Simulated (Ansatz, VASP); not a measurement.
Au: VASP beside Ansatz

The input POSCAR:

```
Au
1.0
    3.0348072020      0.0000000000      0.0000000000
   -1.5174036010      2.6282201326      0.0000000000
    0.0000000000      0.0000000000      4.7430978028
Au
2
Direct
    0.3333333333      0.6666666667      0.7500000000
    0.6666666667      0.3333333333      0.2500000000
```

INCAR.step1

```
SYSTEM = Au
PREC = Accurate
ENCUT = 520
ISMEAR = 0
SIGMA = 0.15
LREAL = .FALSE.
LASPH = .TRUE.
NELM = 80
NBANDS = 18
GGA = PE
ALGO = Normal
EDIFF = 1E-4
LWAVE = .TRUE.
LCHARG = .FALSE.
```

File INCAR.step2:

```
SYSTEM = Au
PREC = Accurate
ENCUT = 520
EDIFF = 1E-7
ISMEAR = 0
SIGMA = 0.15
LREAL = .FALSE.
LASPH = .TRUE.
NELM = 80
ALGO = Normal
ISIF = 2
LWAVE = .FALSE.
LCHARG = .FALSE.
METAGGA = R2SCAN
LMIXTAU = .TRUE.
NBANDS = 18
ISTART = 1
```

The input KPOINTS:

```
Automatic mesh
0
G
  24 24 12
  0 0 0
```

Input for Ansatz:

```yaml
crystal:
  lattice:
    - [3.034807202, 0.0, 0.0]
    - [-1.517403601, 2.6282201326, 0.0]
    - [0.0, 0.0, 4.7430978028]
  atoms:
    - { symbol: Au, position: [0.3333333333, 0.6666666667, 0.75] }
    - { symbol: Au, position: [0.6666666667, 0.3333333333, 0.25] }
basis:
  ecutwfc: 500
kpoints:
  mp_grid: { grid: [24, 24, 12] }
hamiltonian:
  xc: r2scan
scf:
  occupations: { method: gaussian, width: 0.15 }
output:
  forces: true
  stress: true
  eigenvalues: true
```

Change from the starting cell: strain +0.050 along x and y, -0.025 along z, atoms carried along.

Alike in both runs: task single point; functional r2SCAN; k mesh 24 × 24 × 12; occupations gaussian, width 0.15 eV; no spin polarisation.

```csv
,VASP,Ansatz
version,VASP 6.6.1,Ansatz 0.2.0
potentials or method,"VASP PAW PBE potentials, release 64 (Au), cutoff 520 eV","scalar-relativistic, plane waves, PAW"
valence electrons in the cell,22,38
```

```tsv
	VASP	Ansatz	Ansatz less VASP
gap on the k mesh at the Fermi level (eV)	none	none	-
pressure (GPa)	-8.4	-8.6	-0.13
traceless stress, the component that is largest in VASP (GPa)	2.04	2.01	-0.034
```

VASP's potentials were made for PBE, not for r2SCAN. A gap of «none» marks a metal or a gap that the smearing closes. VASP's potentials hold 22 valence electrons a cell and Ansatz's 38, so a difference there can come from the potentials and not from the codes.

Neither program's run includes spin-orbit coupling.
